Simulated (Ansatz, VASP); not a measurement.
## GaP in VASP and in Ansatz

The input INCAR:

```
SYSTEM = GaP
  PREC = Accurate
  ENCUT = 520
  EDIFF = 1E-6
  ISMEAR = 0
  SIGMA = 0.05
  LREAL = .FALSE.
  LASPH = .TRUE.
  NELM = 100
  ALGO = Normal
  ISIF = 2
  LWAVE = .FALSE.
  LCHARG = .FALSE.
  GGA = PS
  NBANDS = 26
```

The input KPOINTS:

```
regular mesh
0
G
  9 9 9
  0 0 0
```

The input POSCAR:

```
GaP
1.0
    1.8669463122      1.0778819559      6.1996639755
   -1.8669463122      1.0778819559      6.1996639755
    0.0000000000     -2.1557639119      6.1996639755
Ga P
2 2
Direct
    0.4357994416      0.4357994416      0.4357994416
    0.5642005584      0.5642005584      0.5642005584
    0.0577965230      0.0577965230      0.0577965230
    0.9422034770      0.9422034770      0.9422034770
```

Input for Ansatz:

```yaml
crystal:
  lattice:
    - [1.8669463122, 1.0778819559, 6.1996639755]
    - [-1.8669463122, 1.0778819559, 6.1996639755]
    - [0.0, -2.1557639119, 6.1996639755]
  atoms:
    - { symbol: Ga, position: [0.4357994416, 0.4357994416, 0.4357994416] }
    - { symbol: Ga, position: [0.5642005584, 0.5642005584, 0.5642005584] }
    - { symbol: P, position: [0.057796523, 0.057796523, 0.057796523] }
    - { symbol: P, position: [0.942203477, 0.942203477, 0.942203477] }
basis:
  ecutwfc: 420
kpoints:
  mp_grid: { grid: [9, 9, 9] }
hamiltonian:
  xc: pbesol
  pseudopotentials: { kind: paw, azcp: { folder: soft_1 } }
scf:
  occupations: { method: gaussian, width: 0.05 }
output:
  forces: true
  stress: true
  eigenvalues: true
  write_density: true
  write_potential: true
  elf: true
  volumetric_format: npy
```

Change from the starting cell: mode 4 frozen in at +0.000 Å, equal normal strain along x, y and z -0.0250.

Alike in both runs: task single point; functional PBEsol; k mesh 9 × 9 × 9; occupations gaussian, width 0.05 eV; no spin polarisation.

```csv
,VASP,Ansatz
version,VASP 6.6.1,Ansatz 0.2.0
potentials or method,"VASP PAW PBE potentials, release 64 (Ga_d, P), cutoff 520 eV","scalar-relativistic, plane waves, PAW"
valence electrons in the cell,36,36
```

```csv
,VASP,Ansatz,Ansatz less VASP
gap on the k mesh at the Fermi level (eV),0.69,0.68,-0.009
least direct gap on the mesh (eV),1.30,1.30,-0.001
pressure (GPa),7.1,7.2,+0.09
"traceless stress, the component that is largest in VASP (GPa)",0.64,0.64,0.000
rms of the force components (eV/Å),0.083,0.087,+0.0043
```

VASP's potentials were made for PBE, not for PBEsol, and Ansatz warns of the same on its side. Atom by atom the forces differ by 0.005 eV/Å (rms over components).
